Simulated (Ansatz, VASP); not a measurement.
Ge3Cl: VASP beside Ansatz

```xyz
4
Lattice="0.0000 3.7761 3.7761 3.7761 0.0000 3.7761 3.7761 3.7761 0.0000" Properties=species:S:1:pos:R:3 pbc="T T T"
Ge    3.7761    3.7761    3.7761
Ge    1.8881    1.8881    1.8881
Ge    5.6642    5.6642    5.6642
Cl    0.0000    0.0000    0.0000
```

Change from the starting cell: species swapped into the GdMg3 type (Fm-3m, No. 225).

Alike in both runs: task relaxation of cell and atoms; functional PBE; k mesh 4 × 4 × 4; occupations gaussian, width 0.1 eV; no spin polarisation.

|  | VASP | Ansatz |
| --- | --- | --- |
| version | VASP 6.6.1 | Ansatz 0.2.0 |
| potentials or method | VASP PAW PBE potentials, release 64 (Ge_d, Cl), cutoff 600 eV | scalar-relativistic, plane waves, PAW |
| valence electrons in the cell | 49 | 49 |

VASP gave:

* gap on the k mesh at the Fermi level, each at its own relaxed structure (eV): none
* relaxed volume (Å³/atom): 20.21
* relaxed cell length with the largest relative difference (Å): 4.853

Task: Estimate Ansatz's values.

Result: gap on the k mesh at the Fermi level, each at its own relaxed structure (eV): none; relaxed volume (Å³/atom): 20.08; relaxed cell length with the largest relative difference (Å): 4.843.

A gap of «none» marks a metal or a gap that the smearing closes.

The k mesh is coarse, so the values compare programs but aren't converged. Noted on VASP's run: the volume moved by over 15 % at a fixed basis, so the end points are rough.
